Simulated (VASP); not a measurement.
Input of a VASP 6.6.1 run:

Contents of INCAR:

```
SYSTEM = In
PREC = Accurate
ENCUT = 520
EDIFF = 1E-8
ISMEAR = -1
SIGMA = 0.03
LREAL = .False.
LASPH = .True.
NELM = 100
ALGO = Normal
ISIF = 2
LWAVE = .False.
LCHARG = .False.
GGA = PE
LEFG = .True.
NBANDS = 12
```

File KPOINTS:

```
Automatic mesh
0
Gamma
  17 17 17
  0 0 0
```

POSCAR

```
In
1.0
   -1.6833330504      1.6833330504      2.2819533200
    1.6833330504     -1.6833330504      2.2819533200
    1.6833330504      1.6833330504     -2.2819533200
In
1
Direct
    0.0000000000      0.0000000000      0.0000000000
```

Potentials or basis: VASP PAW PBE potentials, release 64 (In_d).

Launch:

```sh
$ cat potpaw_PBE.64/In_d/POTCAR > POTCAR
$ mpirun -np 1 vasp_std > vasp.out
```

Question: Predict the pressure.

Answer: 2.5 GPa.

Stress tensor (GPa, compression positive):
```
2.68 0.00 0.00
0.00 2.68 0.00
0.00 0.00 2.11
```

Caveat: without QUAD_EFG the Cq values of the log hold for a quadrupole moment of 1 mb, not for the nuclei.
